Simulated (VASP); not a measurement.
# CeO2 (Fm-3m) in VASP: a series of runs, part 2 of 2

VASP 6.6.1. Earlier steps stand in the parts before.

### 3 Single point, PBE (14.41 Å³/atom)

This run uses another cell than the first one, of 14.41 Å³/atom.

INCAR

```
ALGO = Normal
EDIFF = 1E-6
ENCUT = 520
GGA = PE
ISIF = 2
ISMEAR = 0
LASPH = T
LCHARG = T
LELF = T
LREAL = F
LVHAR = T
LWAVE = F
NBANDS = 19
NELM = 60
PREC = Accurate
SIGMA = 0.02
```

KPOINTS

```
k-points
0
Gamma
  8 8 8
```

POSCAR

```
CeO2
1.0
    0.0000000000      2.7857294313      2.7857294313
    2.7857294313      0.0000000000      2.7857294313
    2.7857294313      2.7857294313      0.0000000000
Ce O
1 2
Direct
    0.0000000000      0.0000000000      0.0000000000
    0.2500000000      0.2500000000      0.2500000000
    0.7500000000      0.7500000000      0.7500000000
```

Potentials or basis: VASP PAW PBE potentials, release 64 (Ce, O).

On the command line:

```sh
> cat potpaw_PBE.64/Ce/POTCAR potpaw_PBE.64/O/POTCAR > POTCAR
> mpirun -np 1 vasp_std > vasp.out
```

OUTCAR:

```text
EDIFF = 1E-6
   ENCUT = 520
   GGA = PE
   ISIF = 2
   ISMEAR = 0
   LASPH = T
   LREAL = F
   NELM = 60
   PREC = Accurate

 ion  position               nearest neighbor table
   1  0.000  0.000  0.000-   3 2.41   3 2.41   3 2.41   2 2.41   3 2.41   2 2.41   2 2.41   2 2.41

   2  0.250  0.250  0.250-   1 2.41   1 2.41   1 2.41   1 2.41
   3  0.750  0.750  0.750-   1 2.41   1 2.41   1 2.41   1 2.41

  LATTYP: Found a face centered cubic cell.
 ALAT       =     5.5714588626

  Lattice vectors:

 A1 = (   0.0000000000,   2.7857294313,   2.7857294313)
 A2 = (   2.7857294313,   0.0000000000,   2.7857294313)
 A3 = (   2.7857294313,   2.7857294313,   0.0000000000)

Analysis of symmetry for initial positions (statically):
=====================================================================
 Subroutine PRICEL returns:
 Original cell was already a primitive cell.

 Routine SETGRP: Setting up the symmetry group for a
 face centered cubic supercell.

 Subroutine GETGRP returns: Found 48 space group operations
 (whereof 48 operations were pure point group operations)
 out of a pool of 48 trial point group operations.

The static configuration has the point symmetry O_h .

Analysis of symmetry for dynamics (positions and initial velocities):
=====================================================================
 Subroutine PRICEL returns:
 Original cell was already a primitive cell.

 Routine SETGRP: Setting up the symmetry group for a
 face centered cubic supercell.

 Subroutine GETGRP returns: Found 48 space group operations
 (whereof 48 operations were pure point group operations)
 out of a pool of 48 trial point group operations.

The dynamic configuration has the point symmetry O_h .

 Subroutine INISYM returns: Found 48 space group operations
[... 114 lines left out ...]
   ISMEAR =     0;   SIGMA  =   0.02  broadening in eV -4-tet -1-fermi 0-gaus
   EFERMI_NEDOS =   21; number of points for ismear=-14 and -15
   IALGO  =     38    algorithm
   IMIX   =      4    mixing-type and parameters
     AMIX     =   0.40;   BMIX     =  1.00
     AMIX_MAG =   1.60;   BMIX_MAG =  1.00
  volume/ion in A,a.u.               =      14.41        97.26
  Fermi-wavevector in a.u.,A,eV,Ry     =   1.345436  2.542505 24.629232  1.810198
  Thomas-Fermi vector in A             =   2.473349
   LORBIT       =      0    0 simple, 1 ext, 2 COOP (PROOUT), +10 PAW based schemes
   GGA     = PE    functional components
   LHFCALC =     F    Hartree Fock is set to
   AEXX    =    0.0000 exact exchange contribution
   IVDW    =     0    specifies the selected vdW correction
   LEPSILON=     F    determine dielectric tensor
   LRPA    =     F    only Hartree local field effects (RPA)
 non-spin polarized calculation
 Gauss-broadening in eV      SIGMA  =   0.02
  energy-cutoff  :      520.00
  volume of cell :       43.24
 maximum number of plane-waves:      1211
 NGX is ok and might be reduce to    30
   NGX = 15   NGY = 15   NGZ = 15

 number of electron      24.0000000 magnetization

 Free energy of the ion-electron system (eV)
  ---------------------------------------------------
  ext. energy  EPLUGINS =         0.00000000
  ---------------------------------------------------
  free energy    TOTEN  =       -26.16198706 eV

  energy without entropy =      -26.16198706  energy(sigma->0) =      -26.16198706

 E-fermi :   4.6502     XC(G=0): -10.8571

 val. band max:        4.4592402826   @ k =  -0.2500   0.2500   0.0000
 cond. band min:       6.1585844307   @ k =   0.5000   0.0000   0.0000
 fundamental gap:      1.6993441481
 Fermi energy:         4.6502223985

 k-point     1 :       0.0000    0.0000    0.0000
  band No.  band energies     occupation
      1     -28.1361      2.00000
      2     -11.6599      2.00000
      3     -10.7291      2.00000
      4     -10.3643      2.00000
      5     -10.3643      2.00000
      6     -10.3643      2.00000
[... 505 lines left out ...]
      6      -8.4487      2.00000
[... 11 lines left out ...]
     18       6.6754      0.00000
     19       7.0390      0.00000

 [... further k-points ...]

------------------------ aborting loop because EDIFF is reached ----------------------------------------

  FORCE on cell =-STRESS in cart. coord.  units (eV):
  Direction    XX          YY          ZZ          XY          YZ          ZX
  --------------------------------------------------------------------------------------
  -------------------------------------------------------------------------------------
  Total       -2.3637460     -2.3637460     -2.3637460      0.0000000      0.0000000      0.0000000
  in kB      -87.5920326    -87.5920326    -87.5920326      0.0000000      0.0000000      0.0000000
  external PRESSURE =     -87.5920326 kB  Pullay stress =       0.0000000 kB

 VOLUME and BASIS-vectors are now :
 -----------------------------------------------------------------------------
  energy-cutoff  :      520.00
  volume of cell :       43.24
      direct lattice vectors                 reciprocal lattice vectors
     0.000000000  2.785729431  2.785729431    -0.179486204  0.179486204  0.179486204
     2.785729431  0.000000000  2.785729431     0.179486204 -0.179486204  0.179486204
     2.785729431  2.785729431  0.000000000     0.179486204  0.179486204 -0.179486204

 POSITION                                       TOTAL-FORCE (eV/Angst)
 -----------------------------------------------------------------------------------
      0.00000      0.00000      0.00000         0.000000      0.000000      0.000000
      1.39286      1.39286      1.39286        -0.000000     -0.000000      0.000000
      4.17859      4.17859      4.17859        -0.000000      0.000000     -0.000000
 -----------------------------------------------------------------------------------
    total drift:                                0.000000     -0.000000      0.000000

  FREE ENERGIE OF THE ION-ELECTRON SYSTEM (eV)
  ---------------------------------------------------
  free  energy   TOTEN  =       -26.1619870649 eV

  energy  without entropy=      -26.1619870649  energy(sigma->0) =      -26.16198706
```

OSZICAR:

```text
N       E                     dE             d eps       ncg     rms          rms(c)
DAV:   1     0.238400091813E+03    0.23840E+03   -0.11090E+04  1102   0.163E+03
DAV:   2     0.120114799488E+02   -0.22639E+03   -0.19848E+03  1449   0.285E+02
[... 11 lines left out ...]
DAV:  14    -0.261851312443E+02   -0.12979E-01   -0.12798E-01  1102   0.522E+00    0.197E+00
DAV:  15    -0.261662237426E+02    0.18908E-01   -0.25153E-02  1574   0.216E+00    0.863E-01
DAV:  16    -0.261629375226E+02    0.32862E-02   -0.37589E-03  1372   0.805E-01    0.525E-01
DAV:  17    -0.261619554601E+02    0.98206E-03   -0.24483E-03  1198   0.708E-01    0.142E-01
DAV:  18    -0.261619942692E+02   -0.38809E-04   -0.33504E-04  1694   0.166E-01    0.123E-01
DAV:  19    -0.261619875832E+02    0.66860E-05   -0.21561E-05  1558   0.453E-02    0.663E-02
DAV:  20    -0.261619870649E+02    0.51831E-06   -0.55889E-06  1267   0.182E-02
   1 F= -.26161987E+02 E0= -.26161987E+02  d E =-.662279E-43
```

stdout:

```text
POSCAR found type information on POSCAR CeO
 POSCAR found :  2 types and       3 ions
 scaLAPACK will be used
 LDA part: xc-table for (Slater+PW92), standard interpolation
 POSCAR, INCAR and KPOINTS ok, starting setup
 FFT: planning ... GRIDC
 FFT: planning ... GRID_SOFT
 FFT: planning ... GRID
 WAVECAR not read
 entering main loop
```

Run time: 66 s. Hardware: 1 thread of Intel Xeon Platinum 8375C at 2.90GHz (Ice Lake), shared host; peak memory 0.19 GiB.

What came out:

| Quantity | Value |
| --- | --- |
| Free energy | -26.1620 eV |
| Pressure | -8.8 GPa |
| Band gap on the k mesh | 1.70 eV (least direct gap 1.79 eV) |

Caveat: the cell stands under tension; spin-orbit coupling is left out, which moves the levels of the heavy elements. A k mesh can miss the band edges.

### 4 Single point, PBE (14.82 Å³/atom)

This run uses another cell than the first one, of 14.82 Å³/atom.

INCAR

```
PREC = Accurate
ENCUT = 520
EDIFF = 1E-7
ISMEAR = 0
SIGMA = 0.02
LREAL = F
LASPH = T
NELM = 60
ALGO = Normal
ISIF = 2
LWAVE = F
LCHARG = F
GGA = PE
NBANDS = 19
```

KPOINTS

```
regular mesh
0
Gamma
  8 8 8
```

POSCAR

```
CeO2
1.0
    0.0000000000      2.8117657949      2.8117657949
    2.8117657949      0.0000000000      2.8117657949
    2.8117657949      2.8117657949      0.0000000000
Ce O
1 2
Direct
    0.0000000000      0.0000000000      0.0000000000
    0.2500000000      0.2500000000      0.2500000000
    0.7500000000      0.7500000000      0.7500000000
```

On the command line:

```sh
> cat potpaw_PBE.64/Ce/POTCAR potpaw_PBE.64/O/POTCAR > POTCAR
> mpirun -np 1 vasp_std > vasp.out
```

Wall time 83 s (1 thread of Intel Xeon Platinum 8375C at 2.90GHz (Ice Lake), shared host); peak memory 0.19 GiB.

It converged, with:

```yaml
Free_energy: -26.0822 eV
Pressure: -12.4 GPa
Band_gap_on_the_k_mesh: 1.63 eV (least direct gap 1.71 eV)
```

Levels at points of the mesh, in eV from the valence-band top:
```csv
k point,band 9,band 10,band 11,band 12,band 13,band 14,band 15,band 16
"(0.00, 0.00, 0.00)",-3.24,-0.45,-0.45,-0.45,1.87,1.87,1.87,2.04
"(0.50, 0.00, 0.00)",-1.17,-1.08,-0.71,-0.71,1.63,1.76,1.76,1.88
"(0.50, 0.50, 0.00)",-1.19,-0.57,-0.57,-0.44,1.66,1.72,1.72,1.84
```

Caveat: the cell stands under tension; spin-orbit coupling is left out, which moves the levels of the heavy elements.

### 5 Relaxation of cell and atoms, PBE

This run uses another cell than the first one, of 13.76 Å³/atom.

INCAR

```
SYSTEM = CeO2
  PREC = Accurate
  ENCUT = 600
  EDIFF = 1E-7
  ISMEAR = 0
  SIGMA = 0.02
  LREAL = .FALSE.
  LASPH = .TRUE.
  NELM = 80
  ALGO = Normal
  ISIF = 3
  LWAVE = .FALSE.
  LCHARG = .FALSE.
  GGA = PE
  IBRION = 2
  NSW = 50
  EDIFFG = -0.003
```

KPOINTS

```
Automatic mesh
0
G
  8 8 8
  0 0 0
```

POSCAR

```
CeO2
1.0
    0.0000000000      2.7429905387      2.7429905387
    2.7429905387      0.0000000000      2.7429905387
    2.7429905387      2.7429905387      0.0000000000
Ce O
1 2
Direct
    0.0000000000      0.0000000000      0.0000000000
    0.2500000000      0.2500000000      0.2500000000
    0.7500000000      0.7500000000      0.7500000000
```

On the command line:

```sh
> cat potpaw_PBE.64/Ce/POTCAR potpaw_PBE.64/O/POTCAR > POTCAR
> mpirun -np 1 vasp_std > vasp.out
```

Run time: 2.1 min. Hardware: 1 thread of Intel Xeon Platinum 8375C at 2.90GHz (Ice Lake), shared host; peak memory 0.21 GiB.

The run converged. Its results:

- Free energy: -26.2360 eV
- Relaxed volume: 13.59 Å³/atom
- Relaxed cell: a = 3.863 Å, b = 3.863 Å, c = 3.863 Å, α = 60.00°, β = 60.00°, γ = 60.00°
- Space group after relaxing (to 0.1 Å): Fm-3m (No. 225)
- Energy gained by relaxing: 1.2 meV/atom
- Ionic steps: 3
- Pressure after relaxing: 0.0 GPa
- Band gap on the k mesh: 1.87 eV (least direct gap 1.97 eV)

The path:
```
step  energy change (eV)  largest force (eV/Å)  pressure (GPa)  volume (Å³)
   1              0.0000                0.0000           -2.13        41.28
   2              0.0009                0.0000            2.50        40.19
   3             -0.0035                0.0000            0.00        40.76
```

Final structure:
```
Ce O
1.0
     0.00000    2.73149    2.73149
     2.73149    0.00000    2.73149
     2.73149    2.73149    0.00000
Ce O
1 2
Direct
  0.00000 0.00000 0.00000
  0.25000 0.25000 0.25000
  0.75000 0.75000 0.75000
```

Levels at points of the mesh, in eV from the valence-band top:
```
           k point  band 9  band 10  band 11  band 12  band 13  band 14  band 15  band 16
(0.00, 0.00, 0.00)   -3.71    -0.57    -0.57    -0.57     2.17     2.17     2.17     2.40
(0.50, 0.00, 0.00)   -1.25    -1.18    -0.78    -0.78     1.87     2.04     2.04     2.18
(0.50, 0.50, 0.00)   -1.19    -0.74    -0.74    -0.58     1.91     2.00     2.00     2.15
```

Caveat: spin-orbit coupling is left out, which moves the levels of the heavy elements.

### 6 The runs side by side

```tsv
task	cell	cutoff (eV)	gap on the mesh (eV)	pressure (GPa)
single point	a = 3.902 Å, angles 60.0°, 3 atoms	520	1.78	-4.8
single point	a = 3.940 Å, angles 60.0°, 3 atoms	520	1.70	-8.8
single point	a = 3.976 Å, angles 60.0°, 3 atoms	520	1.63	-12.4
relaxation of cell and atoms	relaxed from a = 3.879 Å, angles 60.0°, 3 atoms	600	1.87	0.0
```

Alike in all rows: level PBE; potentials or basis VASP PAW PBE potentials, release 64 (Ce, O); no spin polarisation; k mesh 8 × 8 × 8; smearing gaussian 0.02 eV.

Caveats: spin-orbit coupling is left out, which moves the levels of the heavy elements; the cell stands under tension (at least some runs).

Total energies depend on the potentials used, so only differences within one code and one set of settings carry meaning.
